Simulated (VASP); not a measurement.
Input of a VASP 6.6.1 run:

INCAR

```
ALGO = Normal
EDIFF = 1E-8
ENCUT = 520
GGA = PE
ISIF = 2
ISMEAR = -1
LASPH = T
LCHARG = F
LEFG = T
LREAL = F
LWAVE = F
NBANDS = 16
NELM = 60
PREC = Accurate
SIGMA = 0.03
```

KPOINTS

```
k-points
0
Gamma
  6 6 5
```

File POSCAR:

```
Se
1.0
    4.3368957106      0.0000000000      0.0000000000
   -2.1684478553      3.7558618590      0.0000000000
    0.0000000000      0.0000000000      4.9203533607
Se
3
Direct
    0.2254000000      0.0000000000      0.3333333333
    0.0000000000      0.2254000000      0.6666666667
    0.7746000000      0.7746000000      0.0000000000
```

Potentials or basis: VASP PAW PBE potentials, release 64 (Se).

Launch:

```bash
$ cat potpaw_PBE.64/Se/POTCAR > POTCAR
$ mpirun -np 1 vasp_std > vasp.out
```

What does it give for the pressure?

4.2 GPa.

Estimate the band gap on the k mesh.

1.30 eV (least direct gap 1.55 eV).

Electric field gradients, principal values (V/Å²):
```tsv
atom	least	middle	greatest (by size)
1 Se	162.986	334.257	-497.242
2 Se	162.986	334.257	-497.242
3 Se	162.985	334.257	-497.242
```

Caveat: the cell stands under pressure; without QUAD_EFG the Cq values of the log hold for a quadrupole moment of 1 mb, not for the nuclei. A k mesh can miss the band edges.
